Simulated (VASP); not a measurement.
A run of VASP 6.6.1 is set up as follows.

The input INCAR:

```
PREC = Accurate ; ENCUT = 600
EDIFF = 1E-6 ; ISMEAR = 0
SIGMA = 0.1 ; LREAL = F
LASPH = T ; NELM = 60
ALGO = Normal ; ISIF = 3
LWAVE = F ; LCHARG = F
GGA = PE ; IBRION = 2
NSW = 90 ; EDIFFG = -0.04
```

The input KPOINTS:

```
regular mesh
0
Gamma
  4 4 4
```

POSCAR

```
W4N
1.0
    4.4926303600      0.0000000000      0.0000000000
    0.0000000000      4.4926303600      0.0000000000
    0.0000000000      0.0000000000      4.6768163000
W N
4 1
Direct
    0.0000000000      0.0000000000      0.0000000000
    0.0000000000      0.5000000000      0.8355355800
    0.5000000000      0.0000000000      0.1644644200
    0.5000000000      0.5000000000      0.0000000000
    0.5000000000      0.5000000000      0.5000000000
```

Potentials or basis: VASP PAW PBE potentials, release 64 (W_sv, N).

Command:

```bash
$ cat potpaw_PBE.64/W_sv/POTCAR potpaw_PBE.64/N/POTCAR > POTCAR
$ mpirun -np 1 vasp_std > vasp.out
```

Problem. What does it give for the relaxed cell?

Solution. a = 4.123 Å, b = 4.123 Å, c = 4.200 Å, α = 90.00°, β = 90.00°, γ = 90.00°.

Problem. Predict the band gap on the k mesh.

Solution. Zero (an odd number of electrons rules out a gap without spin polarisation).

Problem. Predict the relaxed volume.

Solution. 14.28 Å³/atom.

Problem. Predict the space group after relaxing (to 0.1 Å).

Solution. P-4m2 (No. 115).

Step by step:
```tsv
step	energy change (eV)	largest force (eV/Å)	pressure (GPa)	volume (Å³)
1	0.0000	5.3094	21.29	94.40
2	1.1831	0.3020	-31.96	130.19
3	-1.8461	1.7690	-13.64	108.29
4	-1.8640	1.9548	-11.69	107.10
5	-3.8564	2.5824	-3.15	93.86
6	-4.0887	2.9737	11.36	86.34
7	-4.1781	2.8513	5.12	88.93
8	-4.1776	2.8815	6.43	88.33
9	-4.9476	2.5874	-2.07	88.92
10	-4.9774	2.3559	-3.63	89.04
11	-5.3272	2.3648	-6.17	88.90
12	-6.2164	1.1609	-14.21	88.48
13	-6.7402	0.3090	-23.81	87.63
14	-8.1359	0.0474	-18.43	82.08
15	-9.8483	2.3952	38.71	66.27
16	-9.9697	0.3243	5.53	72.39
17	-10.1256	0.9087	15.99	70.04
18	-11.0678	1.2583	12.13	70.01
19	-11.0819	1.8765	17.20	69.53
20	-11.2061	1.7499	13.98	69.78
21	-11.3877	0.8892	-2.97	73.15
22	-11.3880	0.9225	-2.40	73.01
23	-11.4256	0.7839	-2.10	72.75
24	-11.4919	0.5179	-0.50	71.94
25	-11.3650	0.5147	5.39	70.30
26	-11.5028	0.3593	0.28	71.63
27	-11.5030	0.3032	0.47	71.56
28	-11.5174	0.1073	-0.37	71.61
29	-11.5223	0.0782	-1.14	71.67
30	-11.5230	0.0000	1.56	71.04
31	-11.5244	0.0355	0.30	71.32
32	-11.5244	0.0345	0.34	71.31
33	-11.5247	0.0152	-0.06	71.41
```

Caveat: the volume moved by over 15 % at a fixed basis, so the end points are rough; spin-orbit coupling is left out, which moves the levels of the heavy elements.
